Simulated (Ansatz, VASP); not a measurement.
# SiO2 in VASP and in Ansatz

```
CELL_PARAMETERS angstrom
4.97270 0.00000 0.00000
0.00000 4.97270 0.00000
0.00000 0.00000 6.92570
ATOMIC_POSITIONS crystal
Si 0.30070 0.30070 0.00000
Si 0.19930 0.80070 0.25000
Si 0.69930 0.69930 0.50000
Si 0.80070 0.19930 0.75000
O 0.23900 0.10410 0.17870
O 0.39590 0.73900 0.42870
O 0.76100 0.89590 0.67870
O 0.60410 0.26100 0.92870
O 0.73900 0.39590 0.57130
O 0.89590 0.76100 0.32130
O 0.26100 0.60410 0.07130
O 0.10410 0.23900 0.82130
```

Alike in both runs: task relaxation of the atoms; functional PBE; k mesh 5 × 5 × 4; occupations fermi-dirac, width 0.02 eV; no spin polarisation.

|  | VASP | Ansatz |
| --- | --- | --- |
| version | VASP 6.6.1 | Ansatz 0.2.0 |
| potentials or method | VASP PAW PBE potentials, release 64 (Si, O) | plane-wave PAW, scalar-relativistic |
| plane-wave cutoff (eV) | 520 | 420 |
| valence electrons in the cell | 64 | 64 |

|  | VASP | Ansatz | Ansatz less VASP |
| --- | --- | --- | --- |
| gap on the k mesh at the Fermi level, each at its own relaxed structure (eV) | 5.62 | 5.62 | +0.005 |

Ansatz's warnings: stress scf threshold loose.
